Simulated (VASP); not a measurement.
Set up this calculation in VASP 6.6.1, as the native input.

```yaml
Task: relaxation of cell and atoms
Functional: PBE
Dispersion: D4
Potentials_or_basis: VASP PAW PBE potentials, release 64 (Ta_pv, K_sv, O)
Cutoff: 600 eV
k_mesh: 7 × 7 × 7
Occupations: fermi-dirac, width 0.05 eV
Spin: no spin polarisation
Dipole_correction: no
Further_INCAR_settings: ALGO = Normal; EDIFF = 1e-06; IBRION = 2; EDIFFG = -0.01; NSW = 60; ISIF = 3
```

The structure of KTaO3 lies in POSCAR:

```
KTaO3
1.0
    3.9883000000      0.0000000000      0.0000000000
    0.0000000000      3.9883000000      0.0000000000
    0.0000000000      0.0000000000      3.9883000000
Ta K O
1 1 3
Direct
    0.0000000000      0.0000000000      0.0000000000
    0.5000000000      0.5000000000      0.5000000000
    0.0000000000      0.0000000000      0.5000000000
    0.0000000000      0.5000000000      0.0000000000
    0.5000000000      0.0000000000      0.0000000000
```

The input as run:

INCAR

```
SYSTEM = KTaO3
  PREC = Accurate
  ENCUT = 600
  EDIFF = 1E-6
  ISMEAR = -1
  SIGMA = 0.05
  LREAL = .False.
  LASPH = .True.
  NELM = 80
  ALGO = Normal
  ISIF = 3
  LWAVE = .False.
  LCHARG = .False.
  GGA = PE
  IVDW = 13
  IBRION = 2
  NSW = 60
  EDIFFG = -0.01
```

KPOINTS

```
regular mesh
0
Gamma
  7 7 7
  0 0 0
```

Potentials or basis: VASP PAW PBE potentials, release 64 (Ta_pv, K_sv, O).

Launch:

```console
$ cat potpaw_PBE.64/Ta_pv/POTCAR potpaw_PBE.64/K_sv/POTCAR potpaw_PBE.64/O/POTCAR > POTCAR
$ mpirun -np 1 vasp_std > vasp.out
```

Results of the run:

```yaml
Relaxed_volume: 12.93 Å³/atom
Relaxed_cell: a = 4.014 Å, b = 4.014 Å, c = 4.014 Å, α = 90.00°, β = 90.00°, γ = 90.00°
Space_group_after_relaxing_to_0.05_Å: Pm-3m (No. 221)
Energy_gained_by_relaxing: 2.8 meV/atom
Ionic_steps: 3
Pressure_after_relaxing: 0.0 GPa
Band_gap_on_the_k_mesh: 2.19 eV, indirect (least direct gap 2.76 eV)
Dispersion_energy_per_atom: -0.154 eV
```

Caveat: spin-orbit coupling is left out, which moves the levels of the heavy elements.

Run time: 42 s on 1 thread of AMD EPYC 9R14 (Zen 4) (shared host), peak memory 0.18 GiB.
